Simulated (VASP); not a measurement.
BAs:

```
As B
1.0
     0.00000    2.40432    2.40432
     2.40432    0.00000    2.40432
     2.40432    2.40432    0.00000
As B
1 1
Direct
  0.75000 0.75000 0.75000
  0.00000 0.00000 0.00000
```

This cell differs from its parent crystal: volume scaled by 1.02.

Base run:

```yaml
Program: VASP 6.6.1
Functional: PBE
Potentials_or_basis: VASP PAW PBE potentials, release 64 (As, B)
Cutoff: 520 eV
k_mesh: 10 × 10 × 10
Occupations: fermi-dirac, width 0.05 eV
Spin: no spin polarisation
```

Its results: band gap on the k mesh 1.20 eV, indirect (least direct gap 3.25 eV); pressure 0.7 GPa.

Problem. After a change of settings the same cell gave: band gap on the k mesh 1.10 eV, indirect (least direct gap 3.22 eV); pressure -2.6 GPa. Which change was it?
A. functional from PBE to PBEsol-based screened hybrid; k mesh from 10 × 10 × 10 to 5 × 5 × 5
B. functional from PBE to PBEsol
C. functional from PBE to PBE exchange alone; further incar settings from ALGO = Normal; EDIFF = 1e-07; NBANDS = 11 to ALGO = Normal; EDIFF = 1e-06; NBANDS = 11
D. functional from PBE to RPBE

Solution. B.

PBEsol binds more tightly than PBE, so the same cell stands under less pressure.

Caveats: the PAW data sets were made with another functional, which shifts forces and pressure a little (some runs).
